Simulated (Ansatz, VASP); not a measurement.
**SnSe: VASP beside Ansatz**

INCAR

```
SYSTEM = SnSe
PREC = Accurate
ENCUT = 520
EDIFF = 1E-6
ISMEAR = -1
SIGMA = 0.05
LREAL = .FALSE.
LASPH = .TRUE.
NELM = 80
ALGO = Normal
ISIF = 2
LWAVE = .FALSE.
LCHARG = .FALSE.
GGA = PS
NBANDS = 17
```

File KPOINTS:

```
regular mesh
0
G
  11 11 11
  0 0 0
```

POSCAR

```
SnSe
1.0
    0.0000000000      3.0104337128      3.0104337128
    3.0104337128      0.0000000000      3.0104337128
    3.0104337128      3.0104337128      0.0000000000
Sn Se
1 1
Direct
    0.0000000000      0.0000000000      0.0000000000
    0.5000000000      0.5000000000      0.5000000000
```

Input for Ansatz:

```yaml
crystal:
  lattice:
    - [0.0, 3.0104337128, 3.0104337128]
    - [3.0104337128, 0.0, 3.0104337128]
    - [3.0104337128, 3.0104337128, 0.0]
  atoms:
    - { symbol: Sn, position: [0.0, 0.0, 0.0] }
    - { symbol: Se, position: [0.5, 0.5, 0.5] }
kpoints:
  mp_grid: { grid: [11, 11, 11] }
scf:
  occupations: { method: fermi_dirac, width: 0.05 }
hamiltonian:
  xc: pbesol
  pseudopotentials:
    kind: all_electron
    lapw: { basis_error: 0.001 }
    dirac_shells: { Sn: ["3p", "3d"], Se: ["3p"] }
output:
  forces: true
  stress: true
  eigenvalues: true
```

Alike in both runs: task single point; functional PBEsol; k mesh 11 × 11 × 11; occupations fermi-dirac, width 0.05 eV; no spin polarisation.

|  | VASP | Ansatz |
| --- | --- | --- |
| version | VASP 6.6.1 | Ansatz 0.2.0 |
| potentials or method | VASP PAW PBE potentials, release 64 (Sn_d, Se), cutoff 520 eV | all-electron LAPW, scalar-relativistic |

```tsv
	VASP	Ansatz	Ansatz less VASP
pressure (GPa)	-1.8	-1.8	0.00
```

VASP's potentials were made for PBE, not for PBEsol. Ansatz ran all-electron here, and VASP with PAW potentials.
